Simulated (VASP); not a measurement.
Ga, 1 atom in the cell. Symmetry: Fm-3m, No. 225, cubic system. The conventional cell has a = 4.207 Å, b = 4.207 Å, c = 4.207 Å, α = 90.00°, β = 90.00°, γ = 90.00°. Within 3.9 Å of Ga (site symmetry m-3m) lie 12 Ga at 2.97 Å. This isn't the form of Ga at room conditions, which is orthorhombic.

```yaml
Program: VASP 6.6.1
Task: single point
Functional: HSE06
Potentials_or_basis: VASP PAW PBE potentials, release 64 (Ga_d)
Cutoff: 520 eV
k_mesh: 8 × 8 × 8
Occupations: gaussian, width 0.05 eV
Spin: no spin polarisation
Dipole_correction: no
Grid_for_exact_exchange_PRECFOCK: Normal
Further_INCAR_settings: ALGO = Normal; EDIFF = 1e-06; NBANDS = 12
Share_of_exact_exchange: 0.25
Screening_parameter: 0.2079 1/Å
```

Potentials or basis: VASP PAW PBE potentials, release 64 (Ga_d).

Launch:

```sh
$ cat potpaw_PBE.64/Ga_d/POTCAR > POTCAR
$ cp INCAR.step1 INCAR
$ mpirun -np 1 vasp_std > vasp.out
$ cp INCAR.step2 INCAR
$ mpirun -np 1 vasp_std > vasp.out
```

Hardware: 1 thread of Oxide Virtual Turin-like Processor, on a shared host.

**Question.** How long does it take, and how much memory?

**Answer.** It took 110 min on 1 thread of Oxide Virtual Turin-like Processor, with other jobs on the host, peak memory 0.22 GiB. Counts: k points 29.
